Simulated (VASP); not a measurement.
Input of a VASP 6.6.1 run:

Contents of POSCAR:

```
Ca
1.0
   -2.1280000000      2.1280000000      2.1280000000
    2.1280000000     -2.1280000000      2.1280000000
    2.1280000000      2.1280000000     -2.1280000000
Ca
1
Direct
    0.0000000000      0.0000000000      0.0000000000
```

Contents of INCAR.step1:

```
SYSTEM = Ca
PREC     = Accurate       ! precision mode
ENCUT    = 550            ! plane-wave cutoff, eV
ISMEAR   = 0              ! smearing method
SIGMA    = 0.15           ! smearing width, eV
LREAL    = .False.        ! projectors in reciprocal space
LASPH    = .True.         ! aspherical terms in the spheres
NELM     = 120            ! most SCF steps
NBANDS   = 11             ! bands
GGA      = PE             ! functional
ALGO     = Normal         ! electronic algorithm
EDIFF    = 1E-5           ! SCF threshold, eV
LWAVE    = .True.         ! write WAVECAR
LCHARG   = .False.        ! write CHGCAR
GGA_COMPAT= .False.
```

INCAR.step2

```
SYSTEM = Ca
PREC     = Accurate       ! precision mode
ENCUT    = 550            ! plane-wave cutoff, eV
EDIFF    = 1E-6           ! SCF threshold, eV
ISMEAR   = 0              ! smearing method
SIGMA    = 0.15           ! smearing width, eV
LREAL    = .False.        ! projectors in reciprocal space
LASPH    = .True.         ! aspherical terms in the spheres
NELM     = 120            ! most SCF steps
ALGO     = Normal         ! electronic algorithm
ISIF     = 2              ! what is computed and relaxed
LWAVE    = .False.        ! write WAVECAR
LCHARG   = .False.        ! write CHGCAR
METAGGA  = R2SCAN         ! meta-GGA
LMIXTAU  = .True.       
NBANDS   = 11             ! bands
ISTART   = 1            
GGA_COMPAT= .False.
```

The input KPOINTS:

```
Automatic mesh
0
Gamma
  16 16 16
  0 0 0
```

Potentials or basis: VASP PAW PBE potentials, release 64 (Ca_sv).

Command:

```sh
$ cat potpaw_PBE.64/Ca_sv/POTCAR > POTCAR
$ cp INCAR.step1 INCAR
$ mpirun -np 1 vasp_std > vasp.out
$ cp INCAR.step2 INCAR
$ mpirun -np 1 vasp_std > vasp.out
```

(1) What does it give for the pressure?

(2) Estimate the band gap on the k mesh.

Answers

(1) 2.5 GPa.

(2) zero (bands 5 and 6 overlap by 0.47 eV).

Caveat: the cell differs from its parent crystal (strain -0.050 along x and y, -0.050 along z); the PAW data sets were made with another functional, which shifts forces and pressure a little.
